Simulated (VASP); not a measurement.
Write the native input for VASP 6.6.1 that does the following.

```
Task                   : single point
Functional             : r2SCAN
Dispersion             : D3(BJ)
Potentials or basis    : VASP PAW PBE potentials, release 64 (O, H, F)
Cutoff                 : 580 eV
k mesh                 : 1 × 1 × 1
Occupations            : fermi-dirac, width 0.02 eV
Spin                   : no spin polarisation
Dipole correction      : no
Further INCAR settings : ALGO = Normal; EDIFF = 1e-06; NBANDS = 55
```

The system is H17O8F.

```
O H F
1.0
     6.45773    0.00000    0.00000
     0.00000    6.45773    0.00000
     0.00000    0.00000    6.45773
O H F
8 17 1
Direct
  0.88824 0.13745 0.30831
  0.21153 0.95315 0.13218
  0.24298 0.15710 0.59493
  0.75381 0.90310 0.87058
  0.53389 0.22519 0.11282
  0.69826 0.77183 0.49465
  0.25616 0.55984 0.84043
  0.37052 0.60057 0.33447
  0.79714 0.18971 0.19834
  0.80089 0.03763 0.38766
  0.06793 0.00501 0.17012
  0.20572 0.89155 0.99819
  0.14601 0.20789 0.48615
  0.37296 0.16016 0.51394
  0.63151 0.99272 0.91303
  0.72460 0.87306 0.71839
  0.54750 0.32816 0.00593
  0.41434 0.14290 0.07208
  0.55883 0.74662 0.42851
  0.76843 0.63930 0.47703
  0.22847 0.43258 0.77502
  0.13993 0.58205 0.92717
  0.29337 0.69566 0.24318
  0.37756 0.46583 0.26286
  0.83537 0.73944 0.01857
  0.88909 0.61484 0.09282
```

One way to write it, as run:

POSCAR

```
H17O8F
1.0
    6.4577300000      0.0000000000      0.0000000000
    0.0000000000      6.4577300000      0.0000000000
    0.0000000000      0.0000000000      6.4577300000
O H F
8 17 1
Direct
    0.8882378173      0.1374476790      0.3083126733
    0.2115294384      0.9531522687      0.1321826710
    0.2429801184      0.1570985470      0.5949304167
    0.7538097753      0.9031037222      0.8705845553
    0.5338872948      0.2251874885      1.1128213784
    0.6982639410      0.7718346849      0.4946475000
    0.2561581237      0.5598406871      0.8404346419
    0.3705171941      0.6005670723      0.3344673748
    0.7971376939      0.1897106259      0.1983359478
    0.8008851408      0.0376293218      0.3876594407
    0.0679340883      1.0050125973      0.1701216991
    0.2057224443      0.8915516753     -0.0018117822
    0.1460110596      0.2078903887      0.4861460606
    0.3729638743      0.1601646399      0.5139422057
    0.6315067369      0.9927172551      0.9130298108
    0.7246044663      0.8730622061      0.7183948539
    0.5474988889      0.3281648505      1.0059262310
    0.4143406429      0.1428985108      1.0720795078
    0.5588341414      0.7466245879      0.4285097085
    0.7684279151      0.6392958516      0.4770252085
    0.2284703758      0.4325823470      0.7750246604
    0.1399253298      0.5820466325      0.9271679058
    0.2933693419      0.6956624077      0.2431814275
    0.3775630136      0.4658293239      0.2628632662
    0.8353709430      0.7394394005      0.0185668958
    0.8890895098      0.6148445352      0.0928189937
```

INCAR.step1

```
SYSTEM = H17O8F
PREC = Accurate ; ENCUT = 580
ISMEAR = -1 ; SIGMA = 0.02
LREAL = .False. ; LASPH = .True.
NELM = 120 ; NBANDS = 55
GGA = PE ; ALGO = Normal
EDIFF = 1E-5 ; LWAVE = .True.
LCHARG = .False. ; GGA_COMPAT = .False.
```

INCAR.step2

```
SYSTEM = H17O8F
PREC = Accurate ; ENCUT = 580
EDIFF = 1E-6 ; ISMEAR = -1
SIGMA = 0.02 ; LREAL = .False.
LASPH = .True. ; NELM = 120
ALGO = Normal ; ISIF = 2
LWAVE = .False. ; LCHARG = .False.
METAGGA = R2SCAN ; LMIXTAU = .True.
IVDW = 12 ; VDW_S6 = 1.0
VDW_S8 = 0.78981345 ; VDW_A1 = 0.49484001
VDW_A2 = 5.73083694 ; NBANDS = 55
ISTART = 1 ; GGA_COMPAT = .False.
```

KPOINTS

```
regular mesh
0
Gamma
  1 1 1
  0 0 0
```

Potentials or basis: VASP PAW PBE potentials, release 64 (O, H, F).

Command:

```sh
$ cat potpaw_PBE.64/O/POTCAR potpaw_PBE.64/H/POTCAR potpaw_PBE.64/F/POTCAR > POTCAR
$ cp INCAR.step1 INCAR
$ mpirun -np 1 vasp_gam > vasp.out
$ cp INCAR.step2 INCAR
$ mpirun -np 1 vasp_gam > vasp.out
```

Results of the run:

```json
{"Pressure": "-1.8 GPa", "Largest force": "2.265 eV/Å", "Dispersion energy per atom": "-0.016 eV"}
```

Caveat: the k points lie up to 0.97 Å⁻¹ apart; the atoms stand as in a frame of molecular dynamics; the PAW data sets were made with another functional, which shifts forces and pressure a little.

It took 5.4 min on 1 thread of Intel Xeon 8259CL (shared host), peak memory 0.42 GiB.
